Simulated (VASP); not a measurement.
Input of a VASP 6.6.1 run:

Contents of INCAR:

```
SYSTEM = LiGd2As2
PREC = Accurate
ENCUT = 520
EDIFF = 1E-7
ISMEAR = 0
SIGMA = 0.1
LREAL = .FALSE.
LASPH = .TRUE.
NELM = 150
ALGO = Normal
ISIF = 2
LWAVE = .FALSE.
LCHARG = .FALSE.
ISPIN = 2
MAGMOM = 0 7 7 0 0
LORBIT = 11
LMAXMIX = 6
GGA = PE
NBANDS = 36
```

File KPOINTS:

```
regular mesh
0
G
  4 4 4
  0 0 0
```

File POSCAR:

```
LiGd2As2
1.0
    4.3705294800      0.0000000000      0.0000000000
    0.0000000000      4.3705294800      0.0000000000
    0.0000000000      0.0000000000      5.7780550400
Li Gd As
1 2 2
Direct
    0.0000000000      0.0000000000      0.0000000000
    0.5000000000      0.5000000000      0.7247068300
    0.5000000000      0.5000000000      0.2752931700
    0.5000000000      0.0000000000      0.5000000000
    0.0000000000      0.5000000000      0.5000000000
```

Potentials or basis: VASP PAW PBE potentials, release 64 (Li_sv, Gd, As).

Run with:

```sh
$ cat potpaw_PBE.64/Li_sv/POTCAR potpaw_PBE.64/Gd/POTCAR potpaw_PBE.64/As/POTCAR > POTCAR
$ mpirun -np 1 vasp_std > vasp.out
```

Estimate the largest force.

5.601 eV/Å.

Predict the site moments.

Li +0.00; Gd +6.84; As -0.04 μB.

What does it give for the net moment?

14.38 μB per cell.

Forces in eV/Å, atoms in the order of the input:
```
Li   0.000  0.000  0.000
Gd   0.000  0.000  5.601
Gd   0.000  0.000 -5.601
As   0.000  0.000  0.000
As   0.000  0.000  0.000
```

Caveat: forces of over 1 eV/Å act on the atoms, so gaps and moduli don't describe the material at rest. The state reached can hang on the start; a lower one may exist.
